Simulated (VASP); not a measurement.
# AlNi (Pm-3m) in VASP: a series of runs, part 2 of 2

VASP 6.6.1. Earlier steps stand in the parts before.

### 3 Elastic constants, PBEsol

This run uses another cell than the first one, of 11.59 Å³/atom.

The input, INCAR:

```
SYSTEM = AlNi
  PREC = Accurate
  ENCUT = 600
  EDIFF = 1E-8
  ISMEAR = -1
  SIGMA = 0.05
  LREAL = .FALSE.
  LASPH = .TRUE.
  NELM = 60
  ALGO = Normal
  ISIF = 3
  LWAVE = .FALSE.
  LCHARG = .FALSE.
  GGA = PS
  IBRION = 6
  NFREE = 2
  POTIM = 0.015
  NSW = 1
```

The input, KPOINTS:

```
regular mesh
0
G
  16 16 16
  0 0 0
```

The input, POSCAR:

```
AlNi
1.0
    2.8513731492      0.0000000000      0.0000000000
    0.0000000000      2.8513731492      0.0000000000
    0.0000000000      0.0000000000      2.8513731492
Al Ni
1 1
Direct
    0.0000000000      0.0000000000      0.0000000000
    0.5000000000      0.5000000000      0.5000000000
```

Potentials or basis: VASP PAW PBE potentials, release 64 (Al, Ni).

Launch:

```sh
$ cat potpaw_PBE.64/Al/POTCAR potpaw_PBE.64/Ni/POTCAR > POTCAR
$ mpirun -np 1 vasp_std > vasp.out
```

OUTCAR:

```text
SYSTEM = AlNi
   PREC = Accurate
   ENCUT = 600
   EDIFF = 1E-8
   ISMEAR = -1
   LREAL = .FALSE.
   LASPH = .TRUE.
   NELM = 60
   ISIF = 3
   GGA = PS
   IBRION = 6
   NFREE = 2
   POTIM = 0.015
   NSW = 1

 ion  position               nearest neighbor table
   1  0.000  0.000  0.000-   2 2.47   2 2.47   2 2.47   2 2.47   2 2.47   2 2.47   2 2.47   2 2.47

   2  0.500  0.500  0.500-   1 2.47   1 2.47   1 2.47   1 2.47   1 2.47   1 2.47   1 2.47   1 2.47

  LATTYP: Found a simple cubic cell.
 ALAT       =     2.8513731492

  Lattice vectors:

 A1 = (   2.8513731492,   0.0000000000,   0.0000000000)
 A2 = (   0.0000000000,   2.8513731492,   0.0000000000)
 A3 = (   0.0000000000,   0.0000000000,   2.8513731492)

Analysis of symmetry for initial positions (statically):
=====================================================================
 Subroutine PRICEL returns:
 Original cell was already a primitive cell.

 Routine SETGRP: Setting up the symmetry group for a
 simple cubic supercell.

 Subroutine GETGRP returns: Found 48 space group operations
 (whereof 48 operations were pure point group operations)
 out of a pool of 48 trial point group operations.

The static configuration has the point symmetry O_h .

Analysis of symmetry for dynamics (positions and initial velocities):
=====================================================================
 Subroutine PRICEL returns:
 Original cell was already a primitive cell.

 Routine SETGRP: Setting up the symmetry group for a
 simple cubic supercell.

 Subroutine GETGRP returns: Found 48 space group operations
 (whereof 48 operations were pure point group operations)
 out of a pool of 48 trial point group operations.

The dynamic configuration has the point symmetry O_h .

 Subroutine INISYM returns: Found 48 space group operations
 (whereof 48 operations are pure point group operations),
 and found     1 'primitive' translations

----------------------------------------------------------------------------------------

                                     Primitive cell

  volume of cell :      23.1826

  direct lattice vectors                    reciprocal lattice vectors
     2.851373149  0.000000000  0.000000000     0.350708219  0.000000000  0.000000000
     0.000000000  2.851373149  0.000000000     0.000000000  0.350708219  0.000000000
     0.000000000  0.000000000  2.851373149     0.000000000  0.000000000  0.350708219

  length of vectors
     2.851373149  2.851373149  2.851373149     0.350708219  0.350708219  0.350708219

  position of ions in fractional coordinates (direct lattice)
     0.000000000  0.000000000  0.000000000
     0.500000000  0.500000000  0.500000000

  ion indices of the primitive-cell ions
   primitive index   ion index
                 1           1
                 2           2

[... 304 lines left out ...]
 Free energy of the ion-electron system (eV)
  ---------------------------------------------------
  ext. energy  EPLUGINS =         0.00000000
  ---------------------------------------------------
  free energy    TOTEN  =       -11.58745288 eV

  energy without entropy =      -11.58118002  energy(sigma->0) =      -11.58431645

 E-fermi :  10.3135     XC(G=0): -12.3173

 val. band max:       10.3126252380   @ k =   0.4375   0.3125   0.5000
 cond. band min:      10.3188423432   @ k =   0.3125   0.1250   0.3750
 fundamental gap:      0.0062171052
 Fermi energy:        10.3135165180

 k-point     1 :       0.0000    0.0000    0.0000
  band No.  band energies     occupation
      1      -1.0488      2.00000
      2       6.9237      2.00000
      3       6.9239      2.00000
      4       8.7059      2.00000
      5       8.7061      2.00000
      6       8.7061      2.00000
      7      15.9403      0.00000
      8      15.9403      0.00000
      9      15.9404      0.00000
     10      18.5588      0.00000
[... 287 lines left out ...]
 k-point    24 :       0.5000    0.1250    0.0000
  band No.  band energies     occupation
      1       3.4577      2.00000
      2       3.6410      2.00000
      3       7.4841      2.00000
      4       7.9013      2.00000
      5       7.9966      2.00000
      6       8.6937      2.00000
      7       9.6420      2.00000
      8      17.3767      0.00000
      9      18.3416      0.00000
     10      20.9055      0.00000

 [... further k-points ...]

------------------------ aborting loop because EDIFF is reached ----------------------------------------

  FORCE on cell =-STRESS in cart. coord.  units (eV):
  Direction    XX          YY          ZZ          XY          YZ          ZX
  --------------------------------------------------------------------------------------
  -------------------------------------------------------------------------------------
  Total        0.3066395      0.3086457      0.3086457      0.0000000      0.0000000     -0.0000000
  in kB       21.1922262     21.3308706     21.3308706      0.0000000      0.0000000     -0.0000000
  external PRESSURE =      21.2846558 kB  Pullay stress =       0.0000000 kB
[... 17 lines left out ...]
  FREE ENERGIE OF THE ION-ELECTRON SYSTEM (eV)
  ---------------------------------------------------
  free  energy   TOTEN  =       -11.5874528791 eV

  energy  without entropy=      -11.5811800205  energy(sigma->0) =      -11.58431645

 INTERNAL STRAIN TENSORS FROM STRAINED CELLS
 ============================================

 INTERNAL STRAIN TENSOR FOR ION    1 for displacements in x,y,z  (eV/Angst):
          X           Y           Z          XY          YZ          ZX
  --------------------------------------------------------------------------------
  x     0.00000     0.00000     0.00000     0.00000     0.00000    -0.00000
  y     0.00000     0.00000     0.00000     0.00000     0.00000     0.00000
  z     0.00000     0.00000     0.00000     0.00000     0.00000     0.00000

 INTERNAL STRAIN TENSORS FROM DISPLACED ATOMS
 ============================================

 INTERNAL STRAIN TENSOR FOR ION    1 for displacements in x,y,z  (eV/Angst):
          X           Y           Z          XY          YZ          ZX
  --------------------------------------------------------------------------------
  x     0.00000     0.00000     0.00000     0.00000     0.00000     0.00000
  y     0.00000     0.00000     0.00000     0.00000     0.00000     0.00000
  z     0.00000     0.00000     0.00000     0.00000     0.00000     0.00000

 INTERNAL STRAIN TENSOR FOR ION    2 for displacements in x,y,z  (eV/Angst):
          X           Y           Z          XY          YZ          ZX
  --------------------------------------------------------------------------------
  x     0.00000     0.00000     0.00000     0.00000     0.00000     0.00000
  y     0.00000     0.00000     0.00000     0.00000     0.00000     0.00000
  z     0.00000     0.00000     0.00000     0.00000     0.00000     0.00000

 Eigenvectors and eigenvalues of the dynamical matrix
 ----------------------------------------------------

   1 f  =    9.295470 THz    58.405158 2PiTHz  310.063489 cm-1    38.442956 meV
             X         Y         Z           dx          dy          dz
      0.000000  0.000000  0.000000    -0.000000    0.827447    0.000000
      1.425687  1.425687  1.425687    -0.000000   -0.561544    0.000000
[... 21 lines left out ...]
   6 f/i=    0.003949 THz     0.024815 2PiTHz    0.131738 cm-1     0.016333 meV
             X         Y         Z           dx          dy          dz
      0.000000  0.000000  0.000000     0.000000    0.000000   -0.561544
      1.425687  1.425687  1.425687    -0.000000    0.000000   -0.827447

--------------------------------------------------------------------------------------------------------

 ELASTIC MODULI CONTR FROM IONIC RELAXATION (kBar)
 Direction    XX          YY          ZZ          XY          YZ          ZX
 --------------------------------------------------------------------------------
 XX           0.0000      0.0000      0.0000      0.0000      0.0000      0.0000
 YY           0.0000      0.0000      0.0000      0.0000      0.0000      0.0000
 ZZ           0.0000      0.0000      0.0000      0.0000      0.0000      0.0000
 XY           0.0000      0.0000      0.0000      0.0000      0.0000      0.0000
 YZ           0.0000      0.0000      0.0000      0.0000      0.0000      0.0000
 ZX           0.0000      0.0000      0.0000      0.0000      0.0000      0.0000
 --------------------------------------------------------------------------------

 TOTAL ELASTIC MODULI (kBar)
 Direction    XX          YY          ZZ          XY          YZ          ZX
 --------------------------------------------------------------------------------
 XX        2441.4390   1471.9264   1471.9264      0.0000      0.0000     -0.0000
 YY        1471.9264   2441.4390   1471.9264      0.0000     -0.0000     -0.0000
 ZZ        1471.9264   1471.9264   2441.4390      0.0000      0.0000      0.0000
 XY           0.0000      0.0000      0.0000   1304.6394      0.0000      0.0000
 YZ           0.0000     -0.0000      0.0000      0.0000   1304.6394      0.0000
 ZX          -0.0000     -0.0000      0.0000      0.0000      0.0000   1304.6394
 --------------------------------------------------------------------------------
```

Run time: 35 min. Hardware: 1 thread of Intel Xeon 8259CL, shared host; peak memory 0.73 GiB.

What came out:

* Elastic constants C11, C12, C44: 244, 147, 130 GPa
* Voigt bulk modulus: 180 GPa
* Highest phonon frequency at Γ: 310 cm⁻¹

Phonon frequencies in cm⁻¹ (negative: imaginary):
```csv
q point,frequencies
"(0.000, 0.000, 0.000)",0 0 0 310 310 310
```

Elastic tensor in Voigt notation (GPa, in the Cartesian axes of the cell as first typed):
```
244 147 147   0   0   0
147 244 147   0   0   0
147 147 244   0   0   0
  0   0   0 130   0   0
  0   0   0   0 130   0
  0   0   0   0   0 130
```

Clamped-ion elastic tensor (GPa):
```
244 147 147   0   0   0
147 244 147   0   0   0
147 147 244   0   0   0
  0   0   0 130   0   0
  0   0   0   0 130   0
  0   0   0   0   0 130
```

Caveat: the cell is under stress, which shifts elastic constants; the PAW data sets were made with another functional, which shifts forces and pressure a little. Spin polarisation is off, so any magnetic state and its effect on volume and gap are missing.
